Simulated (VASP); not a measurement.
Input of a VASP 6.6.1 run:

Contents of INCAR:

```
PREC = Accurate
ENCUT = 520
EDIFF = 1E-6
ISMEAR = 0
SIGMA = 0.1
LREAL = F
LASPH = T
NELM = 100
ALGO = Normal
ISIF = 2
LWAVE = F
LCHARG = F
GGA = PE
NBANDS = 12
```

The input KPOINTS:

```
Automatic mesh
0
Gamma
  6 6 6
```

POSCAR

```
P
1.0
    1.7417834072      1.0056191190      3.1141105444
   -1.7417834072      1.0056191190      3.1141105444
    0.0000000000     -2.0112382381      3.1141105444
P
2
Direct
    0.7722467147      0.7722467147      0.7722467147
    0.2277532853      0.2277532853      0.2277532853
```

Potentials or basis: VASP PAW PBE potentials, release 64 (P).

Run with:

```console
$ cat potpaw_PBE.64/P/POTCAR > POTCAR
$ mpirun -np 1 vasp_std > vasp.out
```

Task: Estimate the band gap on the k mesh.

Result: Zero (bands 5 and 6 overlap by 0.67 eV).

Task: Predict the largest force.

Result: 0.179 eV/Å.

Forces in eV/Å, atoms in the order of the input:
```
P    0.000  0.000  0.179
P    0.000  0.000 -0.179
```

Caveat: the k points lie up to 0.36 Å⁻¹ apart, too coarse for converged energies and pressures of a metal.
